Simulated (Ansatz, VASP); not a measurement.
LuHf4O in VASP and in Ansatz

```xyz
6
Lattice="2.9845 0.0000 0.0000 0.0000 2.9845 0.0000 0.0000 0.0000 11.2464" Properties=species:S:1:pos:R:3 pbc="T T T"
Lu    0.0000    0.0000    5.6232
Hf    1.4922    1.4922    4.0996
Hf    1.4922    1.4922    9.7207
Hf    1.4922    1.4922    1.5257
Hf    1.4922    1.4922    7.1468
O     0.0000    0.0000    0.0000
```

Change from the starting cell: species swapped into the MnFeSi4 type (P4/mmm, No. 123).

Alike in both runs: task single point; functional PBE; k mesh 6 × 6 × 2; occupations gaussian, width 0.1 eV; no spin polarisation.

|  | VASP | Ansatz |
| --- | --- | --- |
| version | VASP 6.6.1 | Ansatz 0.2.0 |
| potentials or method | VASP PAW PBE potentials, release 64 (Lu, Hf_pv, O), cutoff 520 eV | scalar-relativistic, plane waves, PAW |
| valence electrons in the cell | 71 | 135 |

```csv
,VASP,Ansatz,Ansatz less VASP
gap on the k mesh at the Fermi level (eV),none,none,-
rms of the force components (eV/Å),1.950,1.934,-0.0162
```

Atom by atom the forces differ by 0.016 eV/Å (rms over components). A gap of «none» marks a metal or a gap that the smearing closes. The functional is the same, so the differences come from potentials, cutoffs and numerics. VASP's potentials hold 71 valence electrons a cell and Ansatz's 135, so a difference there can come from the potentials and not from the codes.

Spin-orbit coupling is off throughout.
